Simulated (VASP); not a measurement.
# CdTe (F-43m) in VASP: single point with PBEsol

Aim: the single point of CdTe with PBEsol.

All numbers are computed with VASP 6.6.1; they aren't measurements. Logs are shortened: lines on timing, memory, paths and dates and some standing lists are left out, and cuts for length are marked.

## 1. The cell of the first run

It takes space group F-43m (No. 216, cubic). Conventional cell: a = 6.410 Å, b = 6.410 Å, c = 6.410 Å, α = 90.00°, β = 90.00°, γ = 90.00°. Within 3.7 Å of Cd (site symmetry -43m) lie 4 Te at 2.78 Å. Te (site symmetry -43m) has 4 Cd at 2.78 Å within 3.7 Å.

## 2. Single point, PBEsol

Input file INCAR:

```
  PREC = Accurate
  ENCUT = 520
  EDIFF = 1E-6
  ISMEAR = 0
  SIGMA = 0.01
  LREAL = F
  LASPH = T
  NELM = 80
  ALGO = Normal
  ISIF = 2
  LWAVE = F
  LCHARG = T
  GGA = PS
  LELF = T
  LVHAR = T
  NBANDS = 16
```

Input file KPOINTS:

```
regular mesh
0
Gamma
  4 4 4
```

Input file POSCAR:

```
CdTe
1.0
    0.0000000000      3.2050000000      3.2050000000
    3.2050000000      0.0000000000      3.2050000000
    3.2050000000      3.2050000000      0.0000000000
Cd Te
1 1
Direct
    0.0000000000      0.0000000000      0.0000000000
    0.2500000000      0.2500000000      0.2500000000
```

Potentials or basis: VASP PAW PBE potentials, release 64 (Cd, Te).

The run is started by

```
> cat potpaw_PBE.64/Cd/POTCAR potpaw_PBE.64/Te/POTCAR > POTCAR
> mpirun -np 1 vasp_std > vasp.out
```

OUTCAR:

```text
PREC = Accurate
   ENCUT = 520
   EDIFF = 1E-6
   ISMEAR = 0
   LREAL = F
   LASPH = T
   NELM = 80
   ISIF = 2
   GGA = PS

 ion  position               nearest neighbor table
   1  0.000  0.000  0.000-   2 2.78   2 2.78   2 2.78   2 2.78
   2  0.250  0.250  0.250-   1 2.78   1 2.78   1 2.78   1 2.78

  LATTYP: Found a face centered cubic cell.
 ALAT       =     6.4100000000

  Lattice vectors:

 A1 = (   0.0000000000,   3.2050000000,   3.2050000000)
 A2 = (   3.2050000000,   0.0000000000,   3.2050000000)
 A3 = (   3.2050000000,   3.2050000000,   0.0000000000)

Analysis of symmetry for initial positions (statically):
=====================================================================
 Subroutine PRICEL returns:
 Original cell was already a primitive cell.

 Routine SETGRP: Setting up the symmetry group for a
 face centered cubic supercell.

 Subroutine GETGRP returns: Found 24 space group operations
 (whereof 24 operations were pure point group operations)
 out of a pool of 48 trial point group operations.

The static configuration has the point symmetry T_d .

Analysis of symmetry for dynamics (positions and initial velocities):
=====================================================================
 Subroutine PRICEL returns:
 Original cell was already a primitive cell.

 Routine SETGRP: Setting up the symmetry group for a
 face centered cubic supercell.

 Subroutine GETGRP returns: Found 24 space group operations
 (whereof 24 operations were pure point group operations)
 out of a pool of 48 trial point group operations.

The dynamic configuration has the point symmetry T_d .

 Subroutine INISYM returns: Found 24 space group operations
 (whereof 24 operations are pure point group operations),
 and found     1 'primitive' translations

----------------------------------------------------------------------------------------

                                     Primitive cell

  volume of cell :      65.8437

  direct lattice vectors                    reciprocal lattice vectors
     0.000000000  3.205000000  3.205000000    -0.156006240  0.156006240  0.156006240
     3.205000000  0.000000000  3.205000000     0.156006240 -0.156006240  0.156006240
     3.205000000  3.205000000  0.000000000     0.156006240  0.156006240 -0.156006240

  length of vectors
     4.532554467  4.532554467  4.532554467     0.270210734  0.270210734  0.270210734

  position of ions in fractional coordinates (direct lattice)
     0.000000000  0.000000000  0.000000000
     0.250000000  0.250000000  0.250000000

  ion indices of the primitive-cell ions
   primitive index   ion index
                 1           1
                 2           2

----------------------------------------------------------------------------------------

 KPOINTS: regular mesh

Automatic generation of k-mesh.
 Grid dimensions read from file:
 generate k-points for:    4    4    4

 Generating k-lattice:

  Cartesian coordinates                     Fractional coordinates (reciprocal lattice)
    -0.039001560  0.039001560  0.039001560     0.250000000  0.000000000  0.000000000
     0.039001560 -0.039001560  0.039001560     0.000000000  0.250000000  0.000000000
     0.039001560  0.039001560 -0.039001560     0.000000000  0.000000000  0.250000000

  Length of vectors
     0.067552684  0.067552684  0.067552684

  Shift w.r.t. Gamma in fractional coordinates (k-lattice)
     0.000000000  0.000000000  0.000000000

 Subroutine IBZKPT returns following result:
 ===========================================

 Found      8 irreducible k-points:

 Following reciprocal coordinates:
            Coordinates               Weight
  0.000000  0.000000  0.000000      1.000000
  0.250000  0.000000  0.000000      8.000000
  0.500000  0.000000  0.000000      4.000000
  0.250000  0.250000  0.000000      6.000000
  0.500000  0.250000  0.000000     24.000000
 -0.250000  0.250000  0.000000     12.000000
  0.500000  0.500000  0.000000      3.000000
 -0.250000  0.500000  0.250000      6.000000
   k-points           NKPTS =      8   k-points in BZ     NKDIM =      8   number of bands    NBANDS=     16
   number of dos      NEDOS =    301   number of ions     NIONS =      2
   total plane-waves  NPLWV =  46656
   dimension x,y,z NGX =    36 NGY =   36 NGZ =   36
   dimension x,y,z NGXF=    72 NGYF=   72 NGZF=   72
   ions per type =               1   1
   NGX,Y,Z   is equivalent  to a cutoff of  13.20, 13.20, 13.20 a.u.
   NGXF,Y,Z  is equivalent  to a cutoff of  26.41, 26.41, 26.41 a.u.
 SYSTEM =  unknown system
   PREC   = accura    normal or accurate (medium, high low for compatibility)
   ISTART =      0    job   : 0-new  1-cont  2-samecut
   ICHARG =      2    charge: 1-file 2-atom 10-const
   ISPIN  =      1    spin polarized calculation?
   LNONCOLLINEAR =      F non collinear calculations
   LSORBIT =      F    spin-orbit coupling
   LASPH  =      T    aspherical Exc in radial PAW
   ENCUT  =  520.0 eV  38.22 Ry    6.18 a.u.   8.43  8.43  8.43*2*pi/ulx,y,z
   NELM   =     80;   NELMIN=  2; NELMDL= -5     # of ELM steps
   EDIFF  = 0.1E-05   stopping-criterion for ELM
   LREAL  =      F    real-space projection
   EDIFFG = 0.1E-04   stopping-criterion for IOM
   NSW    =      0    number of steps for IOM
   IBRION =     -1    ionic relax: 0-MD 1-quasi-New 2-CG
   NFREE  =      0    steps in history (QN), initial steepest desc. (CG)
   ISIF   =      2    stress and relaxation
   ISYM   =      2    0-nonsym 1-usesym 2-fastsym
   POTIM  = 0.5000    time-step for ionic-motion
   TEBEG  =    0.0;   TEEND  =   0.0 temperature during run
   PSTRESS=    0.0 pullay stress
   NELECT =      18.0000    total number of electrons
   NUPDOWN=      -1.0000    fix difference up-down
   EMIN   =  10.00;   EMAX   =-10.00  energy-range for DOS
   EFERMI =   0.00;   METHOD = LEGACY
   ISMEAR =     0;   SIGMA  =   0.01  broadening in eV -4-tet -1-fermi 0-gaus
   EFERMI_NEDOS =   21; number of points for ismear=-14 and -15
   IALGO  =     38    algorithm
   IMIX   =      4    mixing-type and parameters
     AMIX     =   0.40;   BMIX     =  1.00
     AMIX_MAG =   1.60;   BMIX_MAG =  1.00
  volume/ion in A,a.u.               =      32.92       222.17
  Fermi-wavevector in a.u.,A,eV,Ry     =   1.062497  2.007828 15.359610  1.128899
  Thomas-Fermi vector in A             =   2.197950
   LORBIT       =      0    0 simple, 1 ext, 2 COOP (PROOUT), +10 PAW based schemes
   GGA     = PS    functional components
   LHFCALC =     F    Hartree Fock is set to
   AEXX    =    0.0000 exact exchange contribution
   IVDW    =     0    specifies the selected vdW correction
   LEPSILON=     F    determine dielectric tensor
   LRPA    =     F    only Hartree local field effects (RPA)
 non-spin polarized calculation
 Gauss-broadening in eV      SIGMA  =   0.01
  energy-cutoff  :      520.00
  volume of cell :       65.84
 maximum number of plane-waves:      1807
 NGX is ok and might be reduce to    36
   NGX = 17   NGY = 17   NGZ = 17

 number of electron      17.9999995 magnetization

 Free energy of the ion-electron system (eV)
  ---------------------------------------------------
  ext. energy  EPLUGINS =         0.00000000
  ---------------------------------------------------
  free energy    TOTEN  =        -5.40408156 eV

  energy without entropy =       -5.40408156  energy(sigma->0) =       -5.40408156

 E-fermi :   2.5918     XC(G=0):  -8.9149

 val. band max:        2.5471942048   @ k =   0.0000   0.0000   0.0000
 cond. band min:       3.2945912493   @ k =   0.0000   0.0000   0.0000
 fundamental gap:      0.7473970446
 Fermi energy:         2.5918200999

 k-point     1 :       0.0000    0.0000    0.0000
  band No.  band energies     occupation
      1      -8.8569      2.00000
      2      -5.8625      2.00000
      3      -5.8625      2.00000
      4      -5.8625      2.00000
      5      -5.5747      2.00000
      6      -5.5747      2.00000
      7       2.5472      2.00000
      8       2.5472      2.00000
      9       2.5472      2.00000
     10       3.2946      0.00000
     11       7.0461      0.00000
     12       7.0461      0.00000
     13       7.0461      0.00000
     14       9.8774      0.00000
     15      11.9349      0.00000
     16      11.9349      0.00000

 k-point     2 :       0.2500    0.0000    0.0000
  band No.  band energies     occupation
      1      -8.6367      2.00000
      2      -5.8228      2.00000
      3      -5.8228      2.00000
      4      -5.6566      2.00000
      5      -5.5753      2.00000
      6      -5.5753      2.00000
      7      -0.3186      2.00000
      8       2.0812      2.00000
      9       2.0812      2.00000
     10       4.4936      0.00000
     11       7.6204      0.00000
     12       7.6204      0.00000
     13       7.8781      0.00000
     14      10.6796      0.00000
     15      10.9387      0.00000
     16      10.9387      0.00000

 k-point     3 :       0.5000    0.0000    0.0000
  band No.  band energies     occupation
      1      -8.4184      2.00000
      2      -5.7926      2.00000
      3      -5.7926      2.00000
      4      -5.5647      2.00000
      5      -5.5647      2.00000
      6      -5.1961      2.00000
      7      -2.1356      2.00000
      8       1.7095      2.00000
      9       1.7095      2.00000
     10       4.2938      0.00000
     11       7.6417      0.00000
     12       7.6417      0.00000
     13       9.4808      0.00000
     14      11.1971      0.00000
     15      12.8727      0.00000
     16      12.8727      0.00000

 k-point     4 :       0.2500    0.2500    0.0000
  band No.  band energies     occupation
      1      -8.5652      2.00000
      2      -5.7766      2.00000
      3      -5.7766      2.00000
      4      -5.6993      2.00000
      5      -5.5577      2.00000
      6      -5.5499      2.00000
      7      -0.2300      2.00000
      8       1.3685      2.00000
      9       1.3685      2.00000
     10       5.4363      0.00000
     11       5.7675      0.00000
     12       9.0114      0.00000
     13       9.0114      0.00000
     14       9.2661      0.00000
     15      12.4681      0.00000
     16      13.1815      0.00000

 k-point     5 :       0.5000    0.2500    0.0000
  band No.  band energies     occupation
      1      -8.3527      2.00000
      2      -5.7570      2.00000
      3      -5.7342      2.00000
      4      -5.6225      2.00000
      5      -5.5570      2.00000
      6      -5.1405      2.00000
      7      -1.7453      2.00000
      8       0.3068      2.00000
      9       1.0591      2.00000
     10       5.4217      0.00000
     11       7.0164      0.00000
     12       8.6437      0.00000
     13       9.2700      0.00000
     14      11.5988      0.00000
     15      13.1037      0.00000
     16      13.5204      0.00000

 k-point     6 :      -0.2500    0.2500    0.0000
  band No.  band energies     occupation
      1      -8.4217      2.00000
      2      -5.7736      2.00000
      3      -5.7729      2.00000
      4      -5.5844      2.00000
      5      -5.5842      2.00000
      6      -5.2890      2.00000
      7      -1.3503      2.00000
      8       0.2289      2.00000
      9       1.6742      2.00000
     10       5.6712      0.00000
     11       7.6702      0.00000
     12       8.1470      0.00000
     13       8.3446      0.00000
     14      10.5133      0.00000
     15      12.0756      0.00000
     16      13.6363      0.00000

 k-point     7 :       0.5000    0.5000    0.0000
  band No.  band energies     occupation
      1      -8.2849      2.00000
      2      -5.6982      2.00000
      3      -5.6796      2.00000
      4      -5.6796      2.00000
      5      -5.5407      2.00000
      6      -5.0463      2.00000
      7      -1.9820      2.00000
      8       0.5380      2.00000
      9       0.5380      2.00000
     10       4.9416      0.00000
     11       5.1177      0.00000
     12      11.4562      0.00000
     13      11.7724      0.00000
     14      11.7724      0.00000
     15      13.4083      0.00000
     16      14.1672      0.00000

 k-point     8 :      -0.2500    0.5000    0.2500
  band No.  band energies     occupation
      1      -8.2869      2.00000
      2      -5.7253      2.00000
      3      -5.7231      2.00000
      4      -5.6077      2.00000
      5      -5.5759      2.00000
      6      -4.9505      2.00000
      7      -1.8575      2.00000
      8       0.0480      2.00000
      9       0.1613      2.00000
     10       6.8727      0.00000
     11       7.1120      0.00000
     12       8.0454      0.00000
     13       8.7087      0.00000
     14      12.3162      0.00000
     15      13.7632      0.00000
     16      13.8563      0.00000

------------------------ aborting loop because EDIFF is reached ----------------------------------------

  FORCE on cell =-STRESS in cart. coord.  units (eV):
  Direction    XX          YY          ZZ          XY          YZ          ZX
  --------------------------------------------------------------------------------------
  -------------------------------------------------------------------------------------
  Total        0.8726172      0.8726172      0.8726172     -0.0000000      0.0000000      0.0000000
  in kB       21.2334355     21.2334355     21.2334355     -0.0000000      0.0000000      0.0000000
  external PRESSURE =      21.2334355 kB  Pullay stress =       0.0000000 kB

 VOLUME and BASIS-vectors are now :
 -----------------------------------------------------------------------------
  energy-cutoff  :      520.00
  volume of cell :       65.84
      direct lattice vectors                 reciprocal lattice vectors
     0.000000000  3.205000000  3.205000000    -0.156006240  0.156006240  0.156006240
     3.205000000  0.000000000  3.205000000     0.156006240 -0.156006240  0.156006240
     3.205000000  3.205000000  0.000000000     0.156006240  0.156006240 -0.156006240

 POSITION                                       TOTAL-FORCE (eV/Angst)
 -----------------------------------------------------------------------------------
      0.00000      0.00000      0.00000        -0.000000     -0.000000     -0.000000
      1.60250      1.60250      1.60250         0.000000      0.000000      0.000000
 -----------------------------------------------------------------------------------
    total drift:                               -0.000000     -0.000000     -0.000000

  FREE ENERGIE OF THE ION-ELECTRON SYSTEM (eV)
  ---------------------------------------------------
  free  energy   TOTEN  =        -5.4040815559 eV

  energy  without entropy=       -5.4040815559  energy(sigma->0) =       -5.40408156
```

Run time: 15 s. Hardware: 1 thread of Intel Xeon Platinum 8488C (Sapphire Rapids), shared host; peak memory 0.2 GiB.

Results:

| Property | Result |
| --- | --- |
| Free energy | -5.4041 eV |
| Pressure | 2.1 GPa |
| Band gap on the k mesh | 0.75 eV, direct |

Caveat: the k points lie up to 0.42 Å⁻¹ apart; the PAW data sets were made with another functional, which shifts forces and pressure a little; spin-orbit coupling is left out, which moves the levels of the heavy elements.
